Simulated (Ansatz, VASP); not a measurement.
Pd: VASP beside Ansatz

```
Pd
1.0
     0.00000    2.94993    2.94993
     2.94993    0.00000    2.94993
     2.94993    2.94993    0.00000
Pd
2
Direct
  0.12500 0.12500 0.12500
  0.87500 0.87500 0.87500
```

Alike in both runs: functional RPBE; k mesh 10 × 10 × 10; occupations fermi-dirac, width 0.1 eV; no spin polarisation.

Ansatz relaxed the structure, and its values are those at the end. VASP's run is a single point on that final structure, the one shown.

```csv
,VASP,Ansatz
version,VASP 6.6.1,Ansatz 0.2.0
potentials or method,"VASP PAW PBE potentials, release 64 (Pd), cutoff 500 eV","plane waves (420 eV) with PAW, scalar-relativistic"
valence electrons in the cell,20,36
```

|  | VASP | Ansatz | Ansatz less VASP |
| --- | --- | --- | --- |
| pressure (GPa) | -0.2 | 0.0 | +0.20 |

VASP's potentials were made for PBE, not for RPBE. The functional is the same, so the differences come from potentials, cutoffs and numerics. VASP's potentials hold 20 valence electrons a cell and Ansatz's 36, so a difference there can come from the potentials and not from the codes.
